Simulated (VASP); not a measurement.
# CuO (C2/c) in VASP: further runs

Runs on CuO. Level: PBE. Tasks: single point.

Program: VASP 6.6.1. These are calculated values, not measurements. Logs are shortened: lines on timing, memory, paths and dates and some standing lists are left out, and cuts for length are marked.

**1. The cell of the first run**

The typed cell holds 4 atoms: a = 2.948 Å, b = 2.948 Å, c = 5.152 Å, α = 90.03°, β = 90.03°, γ = 89.85°.

**2. Single point, PBE, collinear spin**

The input, INCAR:

```
SYSTEM = CuO
ALGO     = Fast           ! electronic algorithm
EDIFF    = 1E-6           ! SCF threshold, eV
ENCUT    = 520            ! plane-wave cutoff, eV
GGA      = PE             ! functional
ISIF     = 2              ! what is computed and relaxed
ISMEAR   = 0              ! smearing method
ISPIN    = 2              ! spin polarisation
LASPH    = .True.         ! aspherical terms in the spheres
LCHARG   = .True.         ! write CHGCAR
LELF     = .True.         ! ELF
LMAXMIX  = 4              ! l up to which the mixer works
LORBIT   = 11             ! projections on sites
LREAL    = .False.        ! projectors in reciprocal space
LVHAR    = .True.       
LWAVE    = .False.        ! write WAVECAR
MAGMOM   = 1 1 0 0        ! initial moments
NBANDS   = 29             ! bands
NELM     = 150            ! most SCF steps
PREC     = Accurate       ! precision mode
SIGMA    = 0.05           ! smearing width, eV
```

The input, KPOINTS:

```
k-points
0
Gamma
  12 12 8
  0 0 0
```

The input, POSCAR:

```
CuO
1.0
    2.0812975449     -2.0821719071      0.1623629266
    2.0812975449      2.0821719071      0.1623629266
   -0.4047888536      0.0000000000      5.1359082587
Cu O
2 2
Direct
    0.0000000000      0.5000000000      0.0000000000
    0.5000000000      0.0000000000      0.5000000000
    0.5001697937      0.4998302063      0.2500000000
    0.4998302063      0.5001697937      0.7500000000
```

Potentials or basis: VASP PAW PBE potentials, release 64 (Cu, O).

The run is started by

```bash
cat potpaw_PBE.64/Cu/POTCAR potpaw_PBE.64/O/POTCAR > POTCAR
mpirun -np 1 vasp_std > vasp.out
```

OUTCAR:

```text
SYSTEM = CuO
   EDIFF = 1E-6
   ENCUT = 520
   GGA = PE
   ISIF = 2
   ISMEAR = 0
   ISPIN = 2
   LASPH = .True.
   LORBIT = 11
   LREAL = .False.
   NELM = 150
   PREC = Accurate

 ion  position               nearest neighbor table
   1  0.000  0.500  0.000-   3 1.96   4 1.96   4 1.96   3 1.96
   2  0.500  0.000  0.500-   4 1.96   3 1.96   4 1.96   3 1.96
   3  0.500  0.500  0.250-   2 1.96   1 1.96   2 1.96   1 1.96
   4  0.500  0.500  0.750-   1 1.96   2 1.96   2 1.96   1 1.96

  LATTYP: Found a base centered monoclinic cell.
 ALAT       =     4.1752418806
 B/A-ratio  =     0.9973898359
 C/A-ratio  =     1.2339010566
 COS(beta)  =    -0.0008000826

  Lattice vectors:

 A1 = (   2.0812975449,  -2.0821719071,   0.1623629266)
 A2 = (   2.0812975449,   2.0821719071,   0.1623629266)
 A3 = (  -0.4047888536,   0.0000000000,   5.1359082587)

Analysis of symmetry for initial positions (statically):
=====================================================================
 Subroutine PRICEL returns:
 Original cell was already a primitive cell.

 Routine SETGRP: Setting up the symmetry group for a
 base centered monoclinic supercell.

 Subroutine GETGRP returns: Found  4 space group operations
 (whereof  2 operations were pure point group operations)
 out of a pool of  4 trial point group operations.

The static configuration has the point symmetry S_2 .
 The point group associated with its full space group is C_2h.

Analysis of symmetry for dynamics (positions and initial velocities):
=====================================================================
 Subroutine PRICEL returns:
 Original cell was already a primitive cell.

 Routine SETGRP: Setting up the symmetry group for a
 base centered monoclinic supercell.

 Subroutine GETGRP returns: Found  4 space group operations
 (whereof  2 operations were pure point group operations)
 out of a pool of  4 trial point group operations.

The dynamic configuration has the point symmetry S_2 .
 The point group associated with its full space group is C_2h.

Analysis of structural, dynamic, and magnetic symmetry:
=====================================================================
 Subroutine PRICEL returns:
 Original cell was already a primitive cell.

 Routine SETGRP: Setting up the symmetry group for a
 base centered monoclinic supercell.

 Subroutine GETGRP returns: Found  4 space group operations
 (whereof  2 operations were pure point group operations)
 out of a pool of  4 trial point group operations.

The overall configuration has the point symmetry S_2 .
 The point group associated with its full space group is C_2h.

 Subroutine INISYM returns: Found  4 space group operations
 (whereof  2 operations are pure point group operations),
 and found     1 'primitive' translations

----------------------------------------------------------------------------------------

                                     Primitive cell

  volume of cell :      44.7878

  direct lattice vectors                    reciprocal lattice vectors
     2.081297545 -2.082171907  0.162362927     0.238766713 -0.240133871  0.018818503
     2.081297545  2.082171907  0.162362927     0.238766713  0.240133871  0.018818503
    -0.404788854  0.000000000  5.135908259    -0.015096400  0.000000000  0.193517698

  length of vectors
     2.948491316  2.948491316  5.151835368     0.339157714  0.339157714  0.194105644

  position of ions in fractional coordinates (direct lattice)
     0.000000000  0.500000000  0.000000000
     0.500000000  0.000000000  0.500000000
     0.500169794  0.499830206  0.250000000
     0.499830206  0.500169794  0.750000000

  ion indices of the primitive-cell ions
   primitive index   ion index
                 1           1
                 2           2
                 3           3
                 4           4

----------------------------------------------------------------------------------------

 KPOINTS: k-points

Automatic generation of k-mesh.
 Grid dimensions read from file:
 generate k-points for:   12   12    8

 Generating k-lattice:

  Cartesian coordinates                     Fractional coordinates (reciprocal lattice)
     0.019897226 -0.020011156  0.001568209     0.083333333 -0.000000000  0.000000000
     0.019897226  0.020011156  0.001568209    -0.000000000  0.083333333  0.000000000
    -0.001887050  0.000000000  0.024189712     0.000000000  0.000000000  0.125000000

  Length of vectors
     0.028263143  0.028263143  0.024263205

  Shift w.r.t. Gamma in fractional coordinates (k-lattice)
     0.000000000  0.000000000  0.000000000

 Subroutine IBZKPT returns following result:
 ===========================================

 Found    320 irreducible k-points:

 Following reciprocal coordinates:
            Coordinates               Weight
  0.000000  0.000000  0.000000      1.000000
  0.083333  0.000000  0.000000      4.000000
  0.166667  0.000000 -0.000000      4.000000
  0.250000  0.000000  0.000000      4.000000
  0.333333  0.000000 -0.000000      4.000000
  0.416667 -0.000000  0.000000      4.000000
[... 16 lines left out ...]
  0.500000  0.166667  0.000000      4.000000
 -0.416667  0.166667  0.000000      4.000000
 [... further k-points ...]
   k-points           NKPTS =    320   k-points in BZ     NKDIM =    320   number of bands    NBANDS=     29
   number of dos      NEDOS =    301   number of ions     NIONS =      4
   total plane-waves  NPLWV =  23040
   dimension x,y,z NGX =    24 NGY =   24 NGZ =   40
   dimension x,y,z NGXF=    48 NGYF=   48 NGZF=   80
   ions per type =               2   2
   NGX,Y,Z   is equivalent  to a cutoff of  13.53, 13.53, 12.91 a.u.
   NGXF,Y,Z  is equivalent  to a cutoff of  27.06, 27.06, 25.82 a.u.
 SYSTEM =  CuO
   PREC   = accura    normal or accurate (medium, high low for compatibility)
   ISTART =      0    job   : 0-new  1-cont  2-samecut
   ICHARG =      2    charge: 1-file 2-atom 10-const
   ISPIN  =      2    spin polarized calculation?
   LNONCOLLINEAR =      F non collinear calculations
   LSORBIT =      F    spin-orbit coupling
   LASPH  =      T    aspherical Exc in radial PAW
   ENCUT  =  520.0 eV  38.22 Ry    6.18 a.u.   5.48  5.48  9.58*2*pi/ulx,y,z
   NELM   =    150;   NELMIN=  2; NELMDL= -5     # of ELM steps
   EDIFF  = 0.1E-05   stopping-criterion for ELM
   LREAL  =      F    real-space projection
   EDIFFG = 0.1E-04   stopping-criterion for IOM
   NSW    =      0    number of steps for IOM
   IBRION =     -1    ionic relax: 0-MD 1-quasi-New 2-CG
   NFREE  =      0    steps in history (QN), initial steepest desc. (CG)
   ISIF   =      2    stress and relaxation
   ISYM   =      2    0-nonsym 1-usesym 2-fastsym
   POTIM  = 0.5000    time-step for ionic-motion
   TEBEG  =    0.0;   TEEND  =   0.0 temperature during run
   PSTRESS=    0.0 pullay stress
   NELECT =      34.0000    total number of electrons
   NUPDOWN=      -1.0000    fix difference up-down
   EMIN   =  10.00;   EMAX   =-10.00  energy-range for DOS
   EFERMI =   0.00;   METHOD = LEGACY
   ISMEAR =     0;   SIGMA  =   0.05  broadening in eV -4-tet -1-fermi 0-gaus
   EFERMI_NEDOS =   21; number of points for ismear=-14 and -15
   IALGO  =     68    algorithm
   IMIX   =      4    mixing-type and parameters
     AMIX     =   0.40;   BMIX     =  1.00
     AMIX_MAG =   1.60;   BMIX_MAG =  1.00
  volume/ion in A,a.u.               =      11.20        75.56
  Fermi-wavevector in a.u.,A,eV,Ry     =   1.493417  2.822149 30.345000  2.230295
  Thomas-Fermi vector in A             =   2.605820
   LORBIT       =     11    0 simple, 1 ext, 2 COOP (PROOUT), +10 PAW based schemes
   GGA     = PE    functional components
   LHFCALC =     F    Hartree Fock is set to
   AEXX    =    0.0000 exact exchange contribution
   IVDW    =     0    specifies the selected vdW correction
   LEPSILON=     F    determine dielectric tensor
   LRPA    =     F    only Hartree local field effects (RPA)
 spin polarized calculation
 RMM-DIIS sequential band-by-band and
 Gauss-broadening in eV      SIGMA  =   0.05
  energy-cutoff  :      520.00
  volume of cell :       44.79
 maximum number of plane-waves:      1236
 NGX is ok and might be reduce to    24
   NGX = 11   NGY = 11   NGZ = 19

 number of electron      34.0000018 magnetization       0.0756502

 Free energy of the ion-electron system (eV)
  ---------------------------------------------------
  ext. energy  EPLUGINS =         0.00000000
  ---------------------------------------------------
  free energy    TOTEN  =       -19.73053950 eV

  energy without entropy =      -19.72700209  energy(sigma->0) =      -19.72877079

 E-fermi :   4.7704     XC(G=0): -11.2575

 val. band max:        4.7698507348   @ k =  -0.3333   0.4167   0.3750
 cond. band min:       4.7785397318   @ k =   0.5000  -0.0000   0.2500
 fundamental gap:      0.0086889969
 Fermi energy:         4.7703811836

 spin component 1

 k-point     1 :       0.0000    0.0000    0.0000
  band No.  band energies     occupation
      1     -14.9585      1.00000
      2     -13.6668      1.00000
      3      -3.2444      1.00000
      4      -0.6180      1.00000
      5      -0.6127      1.00000
      6       1.0813      1.00000
[... 21 lines left out ...]
     28      20.6276      0.00000
     29      25.4533      0.00000

 k-point     2 :       0.0833    0.0000    0.0000
  band No.  band energies     occupation
      1     -14.9234      1.00000
      2     -13.6561      1.00000
      3      -3.1815      1.00000
      4      -0.6472      1.00000
      5      -0.5972      1.00000
      6       0.6691      1.00000
[... 696 lines left out ...]
 k-point    24 :      -0.4167    0.1667    0.0000
  band No.  band energies     occupation
      1     -14.3053      1.00000
      2     -13.4867      1.00000
      3      -2.0327      1.00000
      4      -1.9183      1.00000
      5      -0.6168      1.00000
      6      -0.4335      1.00000
[... 21 lines left out ...]
     28      23.3104      0.00000
     29      23.5185      0.00000

 [... further k-points ...]

 spin component 2

 k-point     1 :       0.0000    0.0000    0.0000
  band No.  band energies     occupation
      1     -14.9370      1.00000
      2     -13.6431      1.00000
      3      -3.2250      1.00000
      4      -0.5832      1.00000
      5      -0.5778      1.00000
      6       1.0939      1.00000
[... 21 lines left out ...]
     28      20.6319      0.00000
     29      25.4576      0.00000

 k-point     2 :       0.0833    0.0000    0.0000
  band No.  band energies     occupation
      1     -14.9018      1.00000
      2     -13.6324      1.00000
      3      -3.1620      1.00000
      4      -0.6133      1.00000
      5      -0.5622      1.00000
      6       0.6829      1.00000
[... 696 lines left out ...]
 k-point    24 :      -0.4167    0.1667    0.0000
  band No.  band energies     occupation
      1     -14.2822      1.00000
      2     -13.4618      1.00000
      3      -2.0141      1.00000
      4      -1.9027      1.00000
      5      -0.5908      1.00000
      6      -0.4034      1.00000
[... 21 lines left out ...]
     28      23.3153      0.00000
     29      23.5276      0.00000

 [... further k-points ...]
[... 5 lines left out ...]
  --------------------------------------------------------------------------------------
  -------------------------------------------------------------------------------------
  Total        0.1503553      0.1600347      0.2626421      0.0000000      0.0000000     -0.0043259
  in kB        5.3786019      5.7248587      9.3953927      0.0000000      0.0000000     -0.1547500
  external PRESSURE =       6.8329511 kB  Pullay stress =       0.0000000 kB

 VOLUME and BASIS-vectors are now :
 -----------------------------------------------------------------------------
  energy-cutoff  :      520.00
  volume of cell :       44.79
      direct lattice vectors                 reciprocal lattice vectors
     2.081297545 -2.082171907  0.162362927     0.238766713 -0.240133871  0.018818503
     2.081297545  2.082171907  0.162362927     0.238766713  0.240133871  0.018818503
    -0.404788854  0.000000000  5.135908259    -0.015096400  0.000000000  0.193517698

 POSITION                                       TOTAL-FORCE (eV/Angst)
 -----------------------------------------------------------------------------------
      1.04065      1.04109      0.08118         0.000000      0.000000      0.000000
      0.83825     -1.04109      2.64914         0.000000     -0.000000      0.000000
      1.98010     -0.00071      1.44634         0.000000     -0.000922      0.000000
      1.77771      0.00071      4.01429        -0.000000      0.000922     -0.000000
 -----------------------------------------------------------------------------------
    total drift:                                0.000000     -0.000000     -0.000000

  FREE ENERGIE OF THE ION-ELECTRON SYSTEM (eV)
  ---------------------------------------------------
  free  energy   TOTEN  =       -19.7305394961 eV

  energy  without entropy=      -19.7270020858  energy(sigma->0) =      -19.72877079

 total charge

# of ion       s       p       d       tot
------------------------------------------
    1        0.387   0.381   9.121   9.889
    2        0.387   0.381   9.121   9.889
    3        1.577   3.373   0.000   4.950
    4        1.577   3.373   0.000   4.950
--------------------------------------------------
tot          3.929   7.508  18.242  29.679

 magnetization (x)

# of ion       s       p       d       tot
------------------------------------------
    1       -0.000   0.000   0.023   0.023
    2       -0.000   0.000   0.023   0.023
    3        0.001   0.012   0.000   0.013
    4        0.001   0.012   0.000   0.013
--------------------------------------------------
tot          0.001   0.025   0.047   0.073
```

Wall time 24 min (1 thread of Oxide Virtual Turin-like, shared host); peak memory 0.58 GiB.

Results:

| Property | Result |
| --- | --- |
| Free energy | -19.7305 eV |
| Pressure | 0.7 GPa |
| Net moment | 0.08 μB per cell |
| Site moments | Cu +0.02; O +0.01 μB |
| Valence electrons inside the program's atomic spheres | Cu 9.89; O 4.95 |

Levels at points of the mesh, in eV from the Fermi level:
Spin up:
| k point | band 15 | band 16 | band 17 | band 18 | band 19 | band 20 |
| --- | --- | --- | --- | --- | --- | --- |
| (0.00, 0.00, 0.00) | -2.28 | -1.90 | 0.64 | 0.64 | 1.38 | 6.08 |
| (0.50, 0.00, 0.00) | -1.58 | -1.50 | 0.18 | 0.44 | 3.75 | 5.82 |
| (0.50, 0.50, 0.00) | -1.65 | -1.22 | -1.21 | 1.08 | 2.16 | 7.20 |
| (0.00, 0.00, 0.50) | -1.56 | -1.56 | 0.08 | 0.08 | 3.44 | 3.44 |
| (0.50, 0.00, 0.50) | -2.02 | -1.84 | -0.21 | 0.64 | 4.33 | 5.83 |
| (0.50, 0.50, 0.50) | -1.43 | -1.43 | -0.55 | -0.55 | 4.01 | 4.01 |
Spin down:
```
           k point  band 14  band 15  band 16  band 17  band 18  band 19  band 20  band 21
(0.00, 0.00, 0.00)    -2.36    -2.27    -1.89     0.68     0.69     1.39     6.09     7.26
(0.50, 0.00, 0.00)    -1.87    -1.56    -1.48     0.24     0.48     3.75     5.83     6.42
(0.50, 0.50, 0.00)    -2.34    -1.58    -1.20    -1.20     1.13     2.16     7.20     9.76
(0.00, 0.00, 0.50)    -2.25    -1.54    -1.54     0.13     0.13     3.45     3.45    11.61
(0.50, 0.00, 0.50)    -2.33    -2.01    -1.81    -0.16     0.69     4.33     5.84     8.25
(0.50, 0.50, 0.50)    -1.88    -1.41    -1.41    -0.49    -0.49     4.01     4.01    10.37
```

Caveat: semilocal functionals often make such compounds metallic where correlation or magnetic order opens a gap, which also shifts bond lengths.

**3. Single point, PBE, collinear spin**

This run uses another cell than the first one, of 11.42 Å³/atom.

The input, INCAR:

```
SYSTEM = CuO
PREC = Accurate ; ENCUT = 520
EDIFF = 1E-6 ; ISMEAR = 0
SIGMA = 0.05 ; LREAL = .False.
LASPH = .True. ; NELM = 150
ALGO = Fast ; ISIF = 2
LWAVE = .False. ; LCHARG = .False.
ISPIN = 2 ; MAGMOM = 0.05 0.05 0 0
LORBIT = 11 ; LMAXMIX = 4
GGA = PE ; NBANDS = 29
```

The input, KPOINTS:

```
regular mesh
0
Gamma
  12 12 8
  0 0 0
```

The input, POSCAR:

```
CuO
1.0
    2.1229234958     -2.0821719071      0.1623629266
    2.1229234958      2.0821719071      0.1623629266
   -0.4128846307      0.0000000000      5.1359082587
Cu O
2 2
Direct
    0.0000000000      0.5000000000      0.0000000000
    0.5000000000      0.0000000000      0.5000000000
    0.5001697937      0.4998302063      0.2500000000
    0.4998302063      0.5001697937      0.7500000000
```

Potentials or basis: VASP PAW PBE potentials, release 64 (Cu, O).

The run is started by

```bash
cat potpaw_PBE.64/Cu/POTCAR potpaw_PBE.64/O/POTCAR > POTCAR
mpirun -np 1 vasp_std > vasp.out
```

It took 17 min on 1 thread of Oxide Virtual Turin-like, shared host; peak memory 0.59 GiB.

It converged, with:

| Quantity | Value |
| --- | --- |
| Free energy | -19.7265 eV |
| Pressure | -2.0 GPa |
| Largest force | 0.016 eV/Å |
| Net moment | 0.04 μB per cell |
| Valence electrons inside the program's atomic spheres | Cu 9.87; O 4.94 |

Forces on the atoms (eV/Å):
```
Cu   0.000  0.000  0.000
Cu   0.000  0.000  0.000
O    0.000 -0.016  0.000
O    0.000  0.016  0.000
```

Stress tensor (GPa, compression positive):
```
-2.46  0.00  0.10
 0.00 -2.05  0.00
 0.10  0.00 -1.53
```

Levels at points of the mesh, in eV from the Fermi level:
Spin up:
```csv
k point,band 15,band 16,band 17,band 18,band 19,band 20
"(0.00, 0.00, 0.00)",-2.23,-1.82,0.62,0.67,1.33,6.05
"(0.50, 0.00, 0.00)",-1.55,-1.47,0.19,0.45,3.84,5.73
"(0.50, 0.50, 0.00)",-1.62,-1.21,-1.19,1.06,2.20,7.23
"(0.00, 0.00, 0.50)",-1.53,-1.53,0.10,0.10,3.39,3.39
"(0.50, 0.00, 0.50)",-1.98,-1.80,-0.22,0.65,4.37,5.78
"(0.50, 0.50, 0.50)",-1.41,-1.41,-0.55,-0.55,4.04,4.04
```
Spin down:
| k point | band 15 | band 16 | band 17 | band 18 | band 19 | band 20 |
| --- | --- | --- | --- | --- | --- | --- |
| (0.00, 0.00, 0.00) | -2.22 | -1.82 | 0.65 | 0.70 | 1.34 | 6.05 |
| (0.50, 0.00, 0.00) | -1.53 | -1.46 | 0.22 | 0.48 | 3.84 | 5.74 |
| (0.50, 0.50, 0.00) | -1.58 | -1.20 | -1.18 | 1.09 | 2.20 | 7.23 |
| (0.00, 0.00, 0.50) | -1.52 | -1.52 | 0.13 | 0.13 | 3.39 | 3.39 |
| (0.50, 0.00, 0.50) | -1.97 | -1.78 | -0.19 | 0.67 | 4.37 | 5.78 |
| (0.50, 0.50, 0.50) | -1.40 | -1.40 | -0.52 | -0.52 | 4.04 | 4.04 |

Caveat: semilocal functionals often make such compounds metallic where correlation or magnetic order opens a gap, which also shifts bond lengths. With open d or f shells a metallic result of PBE can be an artefact of self-interaction; +U or a hybrid may open a gap.
